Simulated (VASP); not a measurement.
Wanted: the native input for a VASP 6.6.1 run.

* Task: single point
* Functional: LDA
* Potentials or basis: VASP PAW LDA potentials, release 64 (Cu, I)
* Cutoff: 520 eV
* k mesh: 6 × 6 × 6
* Occupations: gaussian, width 0.01 eV
* Spin: no spin polarisation
* Dipole correction: no
* Further INCAR settings: ALGO = Normal; EDIFF = 1e-07; NBANDS = 16

The structure of CuI (Marshite) lies in POSCAR:

```
CuI
1.0
    2.9896085065      2.9896085065      0.0000000000
   -2.9896085065      2.9896085065      0.0000000000
    0.0000000000      2.9896085065      2.8958168671
Cu I
1 1
Direct
    0.7500000000      0.2500000000      0.5000000000
    0.0000000000      0.0000000000      0.0000000000
```

This cell differs from its parent crystal: in-plane strain +0.02.

The input as run:

INCAR

```
SYSTEM = CuI
PREC = Accurate ; ENCUT = 520
EDIFF = 1E-7 ; ISMEAR = 0
SIGMA = 0.01 ; LREAL = .False.
LASPH = .True. ; NELM = 80
ALGO = Normal ; ISIF = 2
LWAVE = .False. ; LCHARG = .False.
NBANDS = 16
```

KPOINTS

```
regular mesh
0
Gamma
  6 6 6
  0 0 0
```

Potentials or basis: VASP PAW LDA potentials, release 64 (Cu, I).

The run is started by

```bash
$ cat potpaw_LDA.64/Cu/POTCAR potpaw_LDA.64/I/POTCAR > POTCAR
$ mpirun -np 1 vasp_std > vasp.out
```

Results of the run:

```
Pressure               : -1.3 GPa
Band gap on the k mesh : 1.16 eV, direct
```

Caveat: the cell differs from its parent crystal (in-plane strain +0.02); spin-orbit coupling is left out, which moves the levels of the heavy elements.

It took 40 s on 1 thread of AMD EPYC 7R13, on a shared host, peak memory 0.14 GiB.
